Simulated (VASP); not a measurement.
Here is a VASP 6.6.1 calculation.

INCAR

```
SYSTEM = AlNi
  ALGO = Normal
  EDIFF = 1E-6
  EDIFFG = -0.04
  ENCUT = 600
  GGA = PE
  IBRION = 2
  ISIF = 3
  ISMEAR = 0
  LASPH = .True.
  LCHARG = .False.
  LREAL = .False.
  LWAVE = .False.
  NELM = 80
  NSW = 90
  PREC = Accurate
  SIGMA = 0.1
```

Contents of KPOINTS:

```
k-points
0
Gamma
  6 6 6
  0 0 0
```

The input POSCAR:

```
AlNi
1.0
    2.8597112900      0.0000000000      0.0000000000
    0.0000000000      2.8597112900      0.0000000000
    0.0000000000      0.0000000000      2.8597112900
Al Ni
1 1
Direct
    0.5000000000      0.5000000000      0.5000000000
    0.0000000000      0.0000000000      0.0000000000
```

Potentials or basis: VASP PAW PBE potentials, release 64 (Al, Ni).

Command:

```console
$ cat potpaw_PBE.64/Al/POTCAR potpaw_PBE.64/Ni/POTCAR > POTCAR
$ mpirun -np 1 vasp_std > vasp.out
```

(1) Predict the relaxed volume.

(2) What does it give for the relaxed cell?

## Answers

(1) 12.12 Å³/atom.

(2) a = 2.894 Å, b = 2.894 Å, c = 2.894 Å, α = 90.00°, β = 90.00°, γ = 90.00°.

Caveat: the k points lie up to 0.36 Å⁻¹ apart in the final cell, too coarse for converged energies and pressures of a metal.
